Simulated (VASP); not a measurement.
BeCdS4:

```
Be Cd S
1.0
     5.68820    0.00000    0.00000
     0.00000    3.08580    0.00000
    -0.00686    0.00000    6.40316
Be Cd S
1 1 4
Direct
  0.00000 0.00000 0.00000
  0.50000 0.50000 0.50000
  0.30303 0.50000 0.13377
  0.69697 0.50000 0.86623
  0.82229 0.00000 0.34793
  0.17771 0.00000 0.65207
```

```yaml
Program: VASP 6.6.1
Task: relaxation of cell and atoms
Functional: PBE
Potentials_or_basis: VASP PAW PBE potentials, release 64 (Be, Cd, S)
Cutoff: 600 eV
k_mesh: 3 × 5 × 3
Occupations: gaussian, width 0.2 eV
Spin: no spin polarisation
```

At the start: pressure -2.1 GPa; volume 18.73 Å³/atom.

Q: How do energy, volume and symmetry change on relaxing?

A: Over 18 steps the energy falls by 538.1 meV/atom and the volume is 18.14 Å³/atom (-3.1 %); space group P2/m (No. 10, to 0.05 Å).

Step by step:
```csv
step,energy change (eV),largest force (eV/Å),pressure (GPa),volume (Å³)
1,0.0000,1.7900,-2.10,112.39
2,-0.6516,1.3360,-1.21,108.40
3,-1.4660,2.4235,7.98,96.44
4,-1.5135,1.8608,4.18,99.77
5,-1.9340,2.1545,3.77,100.21
6,-2.2231,2.1659,5.67,100.75
7,-2.2849,1.9926,4.48,100.65
8,-2.6288,1.5029,1.94,104.09
9,-2.8752,2.6216,-1.29,112.40
10,-3.0679,1.2509,-2.76,114.68
11,-3.0822,0.8617,-3.04,115.40
12,-3.1563,0.5640,-2.18,113.03
13,-3.2165,0.1572,-0.10,108.62
14,-3.2166,0.1617,0.00,108.43
15,-3.2208,0.1158,0.15,108.35
16,-3.2246,0.1950,0.50,108.14
17,-3.2275,0.0875,0.25,108.48
18,-3.2286,0.0606,-0.02,108.86
```

Final structure:
```cif
data_structure
_symmetry_space_group_name_H-M 'P 1'
_symmetry_Int_Tables_number 1
_cell_length_a 4.8166
_cell_length_b 3.7902
_cell_length_c 5.9631
_cell_angle_alpha 90.000
_cell_angle_beta 90.001
_cell_angle_gamma 90.000
_cell_volume 108.86
loop_
_atom_site_label
_atom_site_type_symbol
_atom_site_fract_x
_atom_site_fract_y
_atom_site_fract_z
_atom_site_occupancy
Be1 Be 0.00000 0.00000 0.00000 1
Cd1 Cd 0.50000 0.50000 0.50000 1
S1 S 0.29911 0.50000 0.07602 1
S2 S 0.70089 0.50000 0.92398 1
S3 S 0.85421 0.00000 0.37100 1
S4 S 0.14579 0.00000 0.62900 1
```

Caveat: the relaxation stopped at a loose force limit of 0.08 eV/Å, so its end isn't a converged minimum.
